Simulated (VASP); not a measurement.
# Ag (P6_3/mmc) in VASP: a series of runs

Ag is run at these levels: PBEsol; tasks: relaxation of cell and atoms, single point.

Everything below comes from runs of VASP 6.6.1. Logs are shortened: lines on timing, memory, paths and dates and some standing lists are left out, and cuts for length are marked.

**1. The cell of the first run**

It takes space group P6_3/mmc (No. 194, hexagonal). The conventional cell has a = 2.930 Å, b = 2.930 Å, c = 4.790 Å, α = 90.00°, β = 90.00°, γ = 120.00°. Within 3.9 Å of Ag (site symmetry -6m2) lie 12 Ag at 2.93 Å.

This isn't the form of Ag at room conditions, which is fcc.

**2. Relaxation of cell and atoms, PBEsol**

File INCAR:

```
PREC = Accurate
ENCUT = 600
EDIFF = 1E-6
ISMEAR = 0
SIGMA = 0.1
LREAL = F
LASPH = T
NELM = 60
ALGO = Fast
ISIF = 3
LWAVE = F
LCHARG = F
GGA = PS
IBRION = 2
NSW = 100
EDIFFG = -0.005
```

File KPOINTS:

```
Automatic mesh
0
Gamma
  18 18 10
```

File POSCAR:

```
Ag
1.0
   -1.4649990402     -2.5374527707      0.0000000000
   -1.4649990402      2.5374527707      0.0000000000
    0.0000000000      0.0000000000     -4.7900000000
Ag
2
Direct
    0.3333333333      0.6666666667      0.2500000000
    0.6666666667      0.3333333335      0.7500000000
```

Potentials or basis: VASP PAW PBE potentials, release 64 (Ag).

The run is started by

```console
$ cat potpaw_PBE.64/Ag/POTCAR > POTCAR
$ mpirun -np 1 vasp_std > vasp.out
```

OUTCAR:

```text
PREC = Accurate
   ENCUT = 600
   EDIFF = 1E-6
   ISMEAR = 0
   LREAL = F
   LASPH = T
   NELM = 60
   ISIF = 3
   GGA = PS
   IBRION = 2
   NSW = 100
   EDIFFG = -0.005

 ion  position               nearest neighbor table
   1  0.333  0.667  0.250-   2 2.93   2 2.93   2 2.93   2 2.93   2 2.93   2 2.93
   2  0.667  0.333  0.750-   1 2.93   1 2.93   1 2.93   1 2.93   1 2.93   1 2.93

  LATTYP: Found a hexagonal cell.
 ALAT       =     2.9299980804
 C/A-ratio  =     1.6348133577

  Lattice vectors:

 A1 = (  -1.4649990402,  -2.5374527707,   0.0000000000)
 A2 = (  -1.4649990402,   2.5374527707,   0.0000000000)
 A3 = (   0.0000000000,   0.0000000000,  -4.7900000000)

Analysis of symmetry for initial positions (statically):
=====================================================================
 Subroutine PRICEL returns:
 Original cell was already a primitive cell.

 Routine SETGRP: Setting up the symmetry group for a
 hexagonal supercell.

 Subroutine GETGRP returns: Found 24 space group operations
 (whereof 12 operations were pure point group operations)
 out of a pool of 24 trial point group operations.

The static configuration has the point symmetry D_3d.
 The point group associated with its full space group is D_6h.

Analysis of symmetry for dynamics (positions and initial velocities):
=====================================================================
 Subroutine PRICEL returns:
 Original cell was already a primitive cell.

 Routine SETGRP: Setting up the symmetry group for a
 hexagonal supercell.

 Subroutine GETGRP returns: Found 24 space group operations
 (whereof 12 operations were pure point group operations)
 out of a pool of 24 trial point group operations.

The dynamic configuration has the point symmetry D_3d.
 The point group associated with its full space group is D_6h.

 Subroutine INISYM returns: Found 24 space group operations
 (whereof 12 operations are pure point group operations),
 and found     1 'primitive' translations

----------------------------------------------------------------------------------------

                                     Primitive cell

  volume of cell :      35.6124

  direct lattice vectors                    reciprocal lattice vectors
    -1.464999040 -2.537452771  0.000000000    -0.341297152 -0.197048003  0.000000000
    -1.464999040  2.537452771  0.000000000    -0.341297152  0.197048003  0.000000000
     0.000000000  0.000000000 -4.790000000     0.000000000  0.000000000 -0.208768267

  length of vectors
     2.929998080  2.929998080  4.790000000     0.394096005  0.394096005  0.208768267

  position of ions in fractional coordinates (direct lattice)
     0.333333333  0.666666667  0.250000000
     0.666666667  0.333333334  0.750000000

  ion indices of the primitive-cell ions
   primitive index   ion index
                 1           1
                 2           2

----------------------------------------------------------------------------------------

 KPOINTS: Automatic mesh

Automatic generation of k-mesh.
 Grid dimensions read from file:
 generate k-points for:   18   18   10

 Generating k-lattice:

  Cartesian coordinates                     Fractional coordinates (reciprocal lattice)
    -0.018960953 -0.010947111  0.000000000     0.055555556 -0.000000000  0.000000000
    -0.018960953  0.010947111  0.000000000    -0.000000000  0.055555556  0.000000000
     0.000000000  0.000000000 -0.020876827     0.000000000  0.000000000  0.100000000

  Length of vectors
     0.021894223  0.021894223  0.020876827

  Shift w.r.t. Gamma in fractional coordinates (k-lattice)
     0.000000000  0.000000000  0.000000000

 Subroutine IBZKPT returns following result:
 ===========================================

 Found    222 irreducible k-points:

 Following reciprocal coordinates:
            Coordinates               Weight
  0.000000  0.000000  0.000000      1.000000
  0.055556 -0.000000  0.000000      6.000000
  0.111111 -0.000000  0.000000      6.000000
  0.166667  0.000000  0.000000      6.000000
  0.222222 -0.000000  0.000000      6.000000
  0.277778  0.000000  0.000000      6.000000
[... 16 lines left out ...]
  0.333333  0.111111  0.000000     12.000000
  0.388889  0.111111  0.000000     12.000000
 [... further k-points ...]
   k-points           NKPTS =    222   k-points in BZ     NKDIM =    222   number of bands    NBANDS=     15
   number of dos      NEDOS =    301   number of ions     NIONS =      2
   total plane-waves  NPLWV =  23040
   dimension x,y,z NGX =    24 NGY =   24 NGZ =   40
   dimension x,y,z NGXF=    48 NGYF=   48 NGZF=   80
   ions per type =               2
   NGX,Y,Z   is equivalent  to a cutoff of  13.62, 13.62, 13.88 a.u.
   NGXF,Y,Z  is equivalent  to a cutoff of  27.23, 27.23, 27.77 a.u.
 SYSTEM =  unknown system
   PREC   = accura    normal or accurate (medium, high low for compatibility)
   ISTART =      0    job   : 0-new  1-cont  2-samecut
   ICHARG =      2    charge: 1-file 2-atom 10-const
   ISPIN  =      1    spin polarized calculation?
   LNONCOLLINEAR =      F non collinear calculations
   LSORBIT =      F    spin-orbit coupling
   LASPH  =      T    aspherical Exc in radial PAW
   ENCUT  =  600.0 eV  44.10 Ry    6.64 a.u.   5.85  5.85  9.57*2*pi/ulx,y,z
   NELM   =     60;   NELMIN=  2; NELMDL= -5     # of ELM steps
   EDIFF  = 0.1E-05   stopping-criterion for ELM
   LREAL  =      F    real-space projection
   EDIFFG = -.5E-02   stopping-criterion for IOM
   NSW    =    100    number of steps for IOM
   IBRION =      2    ionic relax: 0-MD 1-quasi-New 2-CG
   NFREE  =      1    steps in history (QN), initial steepest desc. (CG)
   ISIF   =      3    stress and relaxation
   ISYM   =      2    0-nonsym 1-usesym 2-fastsym
   POTIM  = 0.5000    time-step for ionic-motion
   TEBEG  =    0.0;   TEEND  =   0.0 temperature during run
   PSTRESS=    0.0 pullay stress
   NELECT =      22.0000    total number of electrons
   NUPDOWN=      -1.0000    fix difference up-down
   EMIN   =  10.00;   EMAX   =-10.00  energy-range for DOS
   EFERMI =   0.00;   METHOD = LEGACY
   ISMEAR =     0;   SIGMA  =   0.10  broadening in eV -4-tet -1-fermi 0-gaus
   EFERMI_NEDOS =   21; number of points for ismear=-14 and -15
   IALGO  =     68    algorithm
   IMIX   =      4    mixing-type and parameters
     AMIX     =   0.40;   BMIX     =  1.00
     AMIX_MAG =   1.60;   BMIX_MAG =  1.00
  volume/ion in A,a.u.               =      17.81       120.16
  Fermi-wavevector in a.u.,A,eV,Ry     =   1.394276  2.634800 26.449806  1.944006
  Thomas-Fermi vector in A             =   2.517841
   LORBIT       =      0    0 simple, 1 ext, 2 COOP (PROOUT), +10 PAW based schemes
   GGA     = PS    functional components
   LHFCALC =     F    Hartree Fock is set to
   AEXX    =    0.0000 exact exchange contribution
   IVDW    =     0    specifies the selected vdW correction
   LEPSILON=     F    determine dielectric tensor
   LRPA    =     F    only Hartree local field effects (RPA)
 conjugate gradient relaxation of ions
 non-spin polarized calculation
 RMM-DIIS sequential band-by-band and
 Gauss-broadening in eV      SIGMA  =   0.10
  energy-cutoff  :      600.00
  volume of cell :       35.61
 maximum number of plane-waves:      1204
 NGX is ok and might be reduce to    24
   NGX = 11   NGY = 11   NGZ = 19

--------------------------------------- Ionic step        1  -------------------------------------------

 number of electron      22.0000005 magnetization

 Free energy of the ion-electron system (eV)
  ---------------------------------------------------
  ext. energy  EPLUGINS =         0.00000000
  ---------------------------------------------------
  free energy    TOTEN  =        -6.55752581 eV

  energy without entropy =       -6.55334536  energy(sigma->0) =       -6.55543558

------------------------ aborting loop because EDIFF is reached ----------------------------------------

  FORCE on cell =-STRESS in cart. coord.  units (eV):
  Direction    XX          YY          ZZ          XY          YZ          ZX
  --------------------------------------------------------------------------------------
  -------------------------------------------------------------------------------------
  Total       -1.4113799     -1.4113799     -1.3953944     -0.0000000      0.0000000     -0.0000000
  in kB      -63.4970724    -63.4970724    -62.7778951     -0.0000000      0.0000000     -0.0000000
  external PRESSURE =     -63.2573466 kB  Pullay stress =       0.0000000 kB
[... 89 lines left out ...]
  FREE ENERGIE OF THE ION-ELECTRON SYSTEM (eV)
  ---------------------------------------------------
  free  energy   TOTEN  =        -6.6067795201 eV

  energy  without entropy=       -6.6022024843  energy(sigma->0) =       -6.60449100

[... ionic steps 4 to 9 ...]

--------------------------------------- Ionic step       10  -------------------------------------------

 number of electron      21.9999999 magnetization

------------------------ aborting loop because EDIFF is reached ----------------------------------------
[... 67 lines left out ...]
--------------------------------------- Ionic step       12  -------------------------------------------

 number of electron      21.9999999 magnetization

 Free energy of the ion-electron system (eV)
  ---------------------------------------------------
  ext. energy  EPLUGINS =         0.00000000
  ---------------------------------------------------
  free energy    TOTEN  =        -6.60678214 eV

  energy without entropy =       -6.60219034  energy(sigma->0) =       -6.60448624

 E-fermi :   8.5051     XC(G=0): -12.5469

 val. band max:        8.5011779595   @ k =   0.3889   0.1111   0.3000
 cond. band min:       8.5142682586   @ k =   0.3889   0.0556   0.5000
 fundamental gap:      0.0130902991
 Fermi energy:         8.5051043164

 k-point     1 :       0.0000    0.0000    0.0000
  band No.  band energies     occupation
      1       0.5508      2.00000
      2       2.0094      2.00000
      3       3.6810      2.00000
      4       3.7905      2.00000
      5       3.7905      2.00000
      6       4.0402      2.00000
      7       4.0402      2.00000
      8       4.4185      2.00000
      9       4.4185      2.00000
     10       5.4737      2.00000
     11       5.4737      2.00000
     12       8.0112      2.00000
     13      12.2209      0.00000
     14      24.2449      0.00000
[... 401 lines left out ...]
      2       2.5168      2.00000
      3       2.6105      2.00000
      4       3.6656      2.00000
      5       4.0190      2.00000
      6       4.2260      2.00000
      7       4.2960      2.00000
      8       5.4602      2.00000
      9       5.6021      2.00000
     10       5.6295      2.00000
     11       8.1891      1.99999
     12      11.4316      0.00000
     13      15.2927      0.00000
     14      15.6313      0.00000
     15      17.6738      0.00000

 [... further k-points ...]

------------------------ aborting loop because EDIFF is reached ----------------------------------------

  FORCE on cell =-STRESS in cart. coord.  units (eV):
  Direction    XX          YY          ZZ          XY          YZ          ZX
  --------------------------------------------------------------------------------------
  -------------------------------------------------------------------------------------
  Total        0.0046778      0.0046778     -0.0024881     -0.0000000      0.0000000      0.0000000
  in kB        0.2248286      0.2248286     -0.1195850     -0.0000000      0.0000000      0.0000000
  external PRESSURE =       0.1100241 kB  Pullay stress =       0.0000000 kB
[... 17 lines left out ...]
  FREE ENERGIE OF THE ION-ELECTRON SYSTEM (eV)
  ---------------------------------------------------
  free  energy   TOTEN  =        -6.6067821408 eV

  energy  without entropy=       -6.6021903363  energy(sigma->0) =       -6.60448624

 reached required accuracy - stopping structural energy minimisation
```

Run time: 5.2 min. Hardware: 1 thread of Intel Xeon Platinum 8488C (Sapphire Rapids), shared host; peak memory 0.26 GiB.

What came out:

```yaml
Free_energy: -6.6068 eV
Relaxed_volume: 16.67 Å³/atom
Relaxed_cell: a = 2.865 Å, b = 2.865 Å, c = 4.690 Å, α = 90.00°, β = 90.00°, γ = 120.00°
Space_group_after_relaxing_to_0.1_Å: P6_3/mmc (No. 194)
Energy_gained_by_relaxing: 24.6 meV/atom
Ionic_steps: 12
Pressure_after_relaxing: 0.0 GPa
Band_gap_on_the_k_mesh: zero (bands 11 and 12 overlap by 7.53 eV)
```

The path:
```tsv
step	energy change (eV)	largest force (eV/Å)	pressure (GPa)	volume (Å³)
1	0.0000	0.0000	-6.33	35.61
2	-0.0312	0.0000	4.72	32.11
3	-0.0493	0.0000	0.19	33.33
4	-0.0492	0.0000	-0.20	33.40
5	-0.0492	0.0000	-0.19	33.39
6	-0.0492	0.0000	-0.17	33.39
7	-0.0492	0.0000	-0.14	33.38
8	-0.0492	0.0000	-0.09	33.37
9	-0.0493	0.0000	-0.07	33.35
10	-0.0492	0.0000	0.15	33.30
11	-0.0493	0.0000	0.04	33.33
12	-0.0493	0.0000	0.01	33.34
```

Final structure:
```
Ag
1.0
    -1.43247   -2.48112    0.00000
    -1.43247    2.48112    0.00000
     0.00000    0.00000   -4.68962
Ag
2
Cartesian
  -1.4325 0.8270 -1.1724
  -1.4325 -0.8270 -3.5172
```

Levels at points of the mesh, in eV from the Fermi level:
| k point | band 7 | band 8 | band 9 | band 10 | band 11 | band 12 | band 13 | band 14 | band 15 |
| --- | --- | --- | --- | --- | --- | --- | --- | --- | --- |
| (0.00, 0.00, 0.00) | -4.46 | -4.09 | -4.09 | -3.03 | -3.03 | -0.49 | 3.72 | 15.74 | 17.64 |
| (0.50, 0.00, 0.00) | -3.82 | -2.89 | -2.83 | -2.74 | 0.12 | 1.64 | 6.98 | 7.24 | 9.60 |
| (0.00, 0.00, 0.50) | -4.60 | -4.60 | -3.36 | -3.36 | -3.36 | -3.36 | 11.28 | 11.28 | 16.11 |
| (0.50, 0.00, 0.50) | -3.09 | -3.09 | -2.80 | -2.80 | 0.73 | 0.73 | 4.75 | 4.75 | 13.82 |

Caveat: the PAW data sets were made with another functional, which shifts forces and pressure a little.

(Continued in part 2 of 2.)
